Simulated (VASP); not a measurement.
# Cs (Im-3m) in VASP: notebook, part 2 of 3

VASP 6.6.1.

## (3) Relaxation of cell and atoms, PBE, target pressure 5 GPa, at which the enthalpy is minimised

INCAR

```
  PREC = Accurate
  ENCUT = 600
  EDIFF = 1E-7
  ISMEAR = -1
  SIGMA = 0.05
  LREAL = False
  LASPH = True
  NELM = 80
  ALGO = Normal
  ISIF = 3
  LWAVE = False
  LCHARG = False
  GGA = PE
  IBRION = 2
  NSW = 80
  EDIFFG = -0.01
  PSTRESS = 50.0
```

KPOINTS

```
regular mesh
0
Gamma
  6 6 6
```

POSCAR

```
Cs
1.0
   -3.1284650614      3.1284650614      3.1284650614
    3.1284650614     -3.1284650614      3.1284650614
    3.1284650614      3.1284650614     -3.1284650614
Cs
1
Direct
    0.0000000000      0.0000000000      0.0000000000
```

Potentials or basis: VASP PAW PBE potentials, release 64 (Cs_sv).

Command:

```sh
$ cat potpaw_PBE.64/Cs_sv/POTCAR > POTCAR
$ mpirun -np 1 vasp_std > vasp.out
```

OUTCAR:

```text
PREC = Accurate
   ENCUT = 600
   EDIFF = 1E-7
   ISMEAR = -1
   LREAL = False
   LASPH = True
   NELM = 80
   ISIF = 3
   GGA = PE
   IBRION = 2
   NSW = 80
   EDIFFG = -0.01
   PSTRESS = 50.0

 ion  position               nearest neighbor table
   1  0.000  0.000  0.000-

  LATTYP: Found a body centered cubic cell.
 ALAT       =     6.2569301228

  Lattice vectors:

 A1 = (  -3.1284650614,   3.1284650614,   3.1284650614)
 A2 = (   3.1284650614,  -3.1284650614,   3.1284650614)
 A3 = (   3.1284650614,   3.1284650614,  -3.1284650614)

Analysis of symmetry for initial positions (statically):
=====================================================================
 Subroutine PRICEL returns:
 Original cell was already a primitive cell.

 Routine SETGRP: Setting up the symmetry group for a
 body centered cubic supercell.

 Subroutine GETGRP returns: Found 48 space group operations
 (whereof 48 operations were pure point group operations)
 out of a pool of 48 trial point group operations.

The static configuration has the point symmetry O_h .

Analysis of symmetry for dynamics (positions and initial velocities):
=====================================================================
 Subroutine PRICEL returns:
 Original cell was already a primitive cell.

 Routine SETGRP: Setting up the symmetry group for a
 body centered cubic supercell.

 Subroutine GETGRP returns: Found 48 space group operations
 (whereof 48 operations were pure point group operations)
 out of a pool of 48 trial point group operations.

The dynamic configuration has the point symmetry O_h .

 Subroutine INISYM returns: Found 48 space group operations
 (whereof 48 operations are pure point group operations),
 and found     1 'primitive' translations

----------------------------------------------------------------------------------------

                                     Primitive cell

[... 85 lines left out ...]
   ISIF   =      3    stress and relaxation
   ISYM   =      2    0-nonsym 1-usesym 2-fastsym
   POTIM  = 0.5000    time-step for ionic-motion
   TEBEG  =    0.0;   TEEND  =   0.0 temperature during run
   PSTRESS=   50.0 pullay stress
   NELECT =       9.0000    total number of electrons
   NUPDOWN=      -1.0000    fix difference up-down
   EMIN   =  10.00;   EMAX   =-10.00  energy-range for DOS
   EFERMI =   0.00;   METHOD = LEGACY
   ISMEAR =    -1;   SIGMA  =   0.05  broadening in eV -4-tet -1-fermi 0-gaus
   EFERMI_NEDOS =   21; number of points for ismear=-14 and -15
   IALGO  =     38    algorithm
   IMIX   =      4    mixing-type and parameters
     AMIX     =   0.40;   BMIX     =  1.00
     AMIX_MAG =   1.60;   BMIX_MAG =  1.00
  volume/ion in A,a.u.               =     122.48       826.51
  Fermi-wavevector in a.u.,A,eV,Ry     =   0.685706  1.295796  6.397353  0.470192
  Thomas-Fermi vector in A             =   1.765724
   LORBIT       =      0    0 simple, 1 ext, 2 COOP (PROOUT), +10 PAW based schemes
   GGA     = PE    functional components
   LHFCALC =     F    Hartree Fock is set to
   AEXX    =    0.0000 exact exchange contribution
   IVDW    =     0    specifies the selected vdW correction
   LEPSILON=     F    determine dielectric tensor
   LRPA    =     F    only Hartree local field effects (RPA)
 conjugate gradient relaxation of ions
 non-spin polarized calculation
  energy-cutoff  :      600.00
  volume of cell :      122.48
 maximum number of plane-waves:      4124
 NGX is ok and might be reduce to    48
   NGX = 21   NGY = 21   NGZ = 21

--------------------------------------- Ionic step        1  -------------------------------------------

 number of electron       9.0000000 magnetization

 Free energy of the ion-electron system (eV)
  ---------------------------------------------------
  ext. energy  EPLUGINS =         0.00000000
  ---------------------------------------------------
  free energy    TOTEN  =        -0.84610427 eV

  energy without entropy =       -0.82809532  energy(sigma->0) =       -0.83709980

------------------------ aborting loop because EDIFF is reached ----------------------------------------

  FORCE on cell =-STRESS in cart. coord.  units (eV):
  Direction    XX          YY          ZZ          XY          YZ          ZX
  --------------------------------------------------------------------------------------
  -------------------------------------------------------------------------------------
  Total       -0.0597313     -0.0597313     -0.0597313      0.0000000      0.0000000     -0.0000000
  in kB       -0.7813740     -0.7813740     -0.7813740      0.0000000      0.0000000     -0.0000000
  external PRESSURE =     -50.7813740 kB  Pullay stress =      50.0000000 kB
[... 209 lines left out ...]
--------------------------------------- Ionic step        7  -------------------------------------------

 number of electron       9.0000000 magnetization

 Free energy of the ion-electron system (eV)
  ---------------------------------------------------
  ext. energy  EPLUGINS =         0.00000000
  ---------------------------------------------------
  free energy    TOTEN  =        -0.17794146 eV

  energy without entropy =       -0.15250203  energy(sigma->0) =       -0.16522174

 E-fermi :   3.5310     XC(G=0):  -8.0219

 val. band max:        3.4774803438   @ k =   0.5000   0.5000   0.1667
 cond. band min:       3.5548562596   @ k =   0.3333   0.1667   0.0000
 fundamental gap:      0.0773759158
 Fermi energy:         3.5309512723

 k-point     1 :       0.0000    0.0000    0.0000
  band No.  band energies     occupation
      1     -20.3640      2.00000
      2      -6.4369      2.00000
      3      -6.4369      2.00000
      4      -6.4369      2.00000
      5       1.4316      2.00000
      6       6.4719      0.00000
      7       6.4719      0.00000
      8       6.4719      0.00000
[... 195 lines left out ...]
  energy  without entropy=       -0.1525020301  energy(sigma->0) =       -0.16522174

  enthalpy is  TOTEN    =         1.3944315178 eV   P V=        1.5723729747

 reached required accuracy - stopping structural energy minimisation
```

CONTCAR:

```text
Cs
   1.00000000000000
    -2.3267267657496085    2.3267267657496085    2.3267267657496085
     2.3267267657496085   -2.3267267657496085    2.3267267657496085
     2.3267267657496085    2.3267267657496085   -2.3267267657496085
  Cs
     1
Direct
     0.0000000000000000    0.0000000000000000    0.0000000000000000

  0.00000000E+00  0.00000000E+00  0.00000000E+00
```

Wall time 71 s (1 thread of Intel Xeon 6975P-C (Granite Rapids), shared host); peak memory 0.35 GiB.

What came out:

```
Free energy                                                : -0.1779 eV
Relaxed volume                                             : 50.38 Å³/atom
Relaxed cell                                               : a = 4.030 Å, b = 4.030 Å, c = 4.030 Å, α = 109.47°, β = 109.47°, γ = 109.47°
Space group after relaxing (to 0.1 Å)                      : Im-3m (No. 229)
Energy change on relaxing (the run minimises the enthalpy) : +668.2 meV/atom
Ionic steps                                                : 7
Pressure after relaxing                                    : 5.0 GPa
Band gap on the k mesh                                     : zero (an odd number of electrons rules out a gap without spin polarisation)
```

The path:
```csv
step,energy change (eV),largest force (eV/Å),pressure (GPa),volume (Å³)
1,0.0000,0.0000,-0.08,122.48
2,0.3010,0.0000,2.81,65.75
3,0.4818,0.0000,3.90,57.23
4,0.9616,0.0000,6.41,42.48
5,0.7026,0.0000,5.32,49.32
6,0.6367,0.0000,4.77,51.41
7,0.6682,0.0000,5.03,50.38
```

Final structure:
```
CELL_PARAMETERS angstrom
-2.32673 2.32673 2.32673
2.32673 -2.32673 2.32673
2.32673 2.32673 -2.32673
ATOMIC_POSITIONS crystal
Cs 0.00000 0.00000 0.00000
```

Levels at points of the mesh, in eV from the Fermi level:
```tsv
k point	band 3	band 4	band 5	band 6	band 7	band 8
(0.00, 0.00, 0.00)	-9.97	-9.97	-2.10	2.94	2.94	2.94
(0.50, 0.00, 0.00)	-10.41	-10.00	-0.59	1.23	3.21	4.96
(0.50, 0.50, 0.50)	-10.95	-10.95	-0.63	-0.63	6.51	6.51
```

Caveat: the cell is relaxed towards a set pressure, so the run minimises the enthalpy, not the energy; the volume moved by over 15 % at a fixed basis, so the end points are rough; spin-orbit coupling is left out, which moves the levels of the heavy elements.

## (4) Relaxation of cell and atoms, PBE, target pressure 10 GPa, at which the enthalpy is minimised

INCAR

```
  PREC = Accurate
  ENCUT = 600
  EDIFF = 1E-6
  ISMEAR = -1
  SIGMA = 0.05
  LREAL = False
  LASPH = True
  NELM = 60
  ALGO = Fast
  ISIF = 3
  LWAVE = False
  LCHARG = False
  GGA = PE
  IBRION = 2
  NSW = 80
  EDIFFG = -0.01
  PSTRESS = 100.0
```

KPOINTS

```
Automatic mesh
0
Gamma
  6 6 6
```

POSCAR is that of step 3.

Potentials or basis: VASP PAW PBE potentials, release 64 (Cs_sv).

Command:

```sh
$ cat potpaw_PBE.64/Cs_sv/POTCAR > POTCAR
$ mpirun -np 1 vasp_std > vasp.out
```

OUTCAR:

```text
PREC = Accurate
   ENCUT = 600
   EDIFF = 1E-6
   ISMEAR = -1
   LREAL = False
   LASPH = True
   NELM = 60
   ISIF = 3
   GGA = PE
   IBRION = 2
   NSW = 80
   EDIFFG = -0.01
   PSTRESS = 100.0

 ion  position               nearest neighbor table
   1  0.000  0.000  0.000-

  LATTYP: Found a body centered cubic cell.
 ALAT       =     6.2569301228

  Lattice vectors:

 A1 = (  -3.1284650614,   3.1284650614,   3.1284650614)
 A2 = (   3.1284650614,  -3.1284650614,   3.1284650614)
 A3 = (   3.1284650614,   3.1284650614,  -3.1284650614)

Analysis of symmetry for initial positions (statically):
=====================================================================
 Subroutine PRICEL returns:
 Original cell was already a primitive cell.
[... 148 lines left out ...]
 NGX is ok and might be reduce to    48
   NGX = 21   NGY = 21   NGZ = 21

--------------------------------------- Ionic step        1  -------------------------------------------

 number of electron       9.0000000 magnetization

 Free energy of the ion-electron system (eV)
  ---------------------------------------------------
  ext. energy  EPLUGINS =         0.00000000
  ---------------------------------------------------
  free energy    TOTEN  =        -0.84610412 eV

  energy without entropy =       -0.82809513  energy(sigma->0) =       -0.83709963

 E-fermi :   0.3081     XC(G=0):  -5.2514

 val. band max:        0.1828130060   @ k =   0.1667   0.1667   0.1667
 cond. band min:       0.3249754565   @ k =   0.3333   0.1667   0.0000
 fundamental gap:      0.1421624504
 Fermi energy:         0.3080791926
[... 615 lines left out ...]
--------------------------------------- Ionic step        8  -------------------------------------------

 number of electron       9.0000000 magnetization

 Free energy of the ion-electron system (eV)
  ---------------------------------------------------
  ext. energy  EPLUGINS =         0.00000000
  ---------------------------------------------------
  free energy    TOTEN  =         0.41440323 eV

  energy without entropy =        0.42909205  energy(sigma->0) =        0.42174764

 E-fermi :   5.5010     XC(G=0):  -9.4314

 val. band max:        5.4623533553   @ k =   0.3333   0.1667   0.0000
 cond. band min:       5.7558089441   @ k =  -0.3333   0.5000   0.1667
 fundamental gap:      0.2934555888
 Fermi energy:         5.5009922780
[... 206 lines left out ...]
  energy  without entropy=        0.4290920480  energy(sigma->0) =        0.42174764

  enthalpy is  TOTEN    =         2.6719723654 eV   P V=        2.2575691344

 reached required accuracy - stopping structural energy minimisation
```

OSZICAR:

```text
N       E                     dE             d eps       ncg     rms          rms(c)
DAV:   1     0.579473660074E+02    0.57947E+02   -0.30574E+03   256   0.854E+02
DAV:   2     0.518680121422E+01   -0.52761E+02   -0.52413E+02   352   0.124E+02
DAV:   3    -0.749428644985E+00   -0.59362E+01   -0.59351E+01   256   0.499E+01
DAV:   4    -0.843803593173E+00   -0.94375E-01   -0.94373E-01   456   0.787E+00
[... 62 lines left out ...]
       N       E                     dE             d eps       ncg     rms          rms(c)
DAV:   1     0.414387555443E+00   -0.12092E-02   -0.35695E-04   264   0.146E-01    0.165E-02
RMM:   2     0.414399418828E+00    0.11863E-04   -0.11802E-05   256   0.257E-02    0.788E-03
RMM:   3     0.414402877721E+00    0.34589E-05   -0.12846E-05   256   0.262E-02    0.136E-03
RMM:   4     0.414403231054E+00    0.35333E-06   -0.56155E-07   132   0.738E-03
   8 F= 0.26719724E+01 E0= 0.26793168E+01  d E =-.121291E-03
```

It took 64 s on 1 thread of Intel Xeon 6975P-C (Granite Rapids), shared host; peak memory 0.36 GiB.

Results:

```
Free energy                                                : 0.4144 eV
Relaxed volume                                             : 36.17 Å³/atom
Relaxed cell                                               : a = 3.608 Å, b = 3.608 Å, c = 3.608 Å, α = 109.47°, β = 109.47°, γ = 109.47°
Space group after relaxing (to 0.1 Å)                      : Im-3m (No. 229)
Energy change on relaxing (the run minimises the enthalpy) : +1260.5 meV/atom
Ionic steps                                                : 8
Pressure after relaxing                                    : 10.0 GPa
Band gap on the k mesh                                     : zero (an odd number of electrons rules out a gap without spin polarisation)
```

Step by step:
| step | energy change (eV) | largest force (eV/Å) | pressure (GPa) | volume (Å³) |
| --- | --- | --- | --- | --- |
| 1 | 0.0000 | 0.0000 | -0.08 | 122.48 |
| 2 | 1.7334 | 0.0000 | 16.79 | 30.38 |
| 3 | 1.2056 | 0.0000 | 9.06 | 37.09 |
| 4 | 1.2702 | 0.0000 | 10.18 | 36.02 |
| 5 | 1.2574 | 0.0000 | 9.95 | 36.22 |
| 6 | 1.2590 | 0.0000 | 9.94 | 36.19 |
| 7 | 1.2617 | 0.0000 | 10.04 | 36.15 |
| 8 | 1.2605 | 0.0000 | 10.03 | 36.17 |

Final structure:
```cif
data_structure
_symmetry_space_group_name_H-M 'P 1'
_symmetry_Int_Tables_number 1
_cell_length_a 3.6085
_cell_length_b 3.6085
_cell_length_c 3.6085
_cell_angle_alpha 109.471
_cell_angle_beta 109.471
_cell_angle_gamma 109.471
_cell_volume 36.17
loop_
_atom_site_label
_atom_site_type_symbol
_atom_site_fract_x
_atom_site_fract_y
_atom_site_fract_z
_atom_site_occupancy
Cs1 Cs 0.00000 0.00000 0.00000 1
```

Caveat: the cell is relaxed towards a set pressure, so the run minimises the enthalpy, not the energy; the volume moved by over 15 % at a fixed basis, so the end points are rough; spin-orbit coupling is left out, which moves the levels of the heavy elements.

(Part 2 of 3 ends here.)
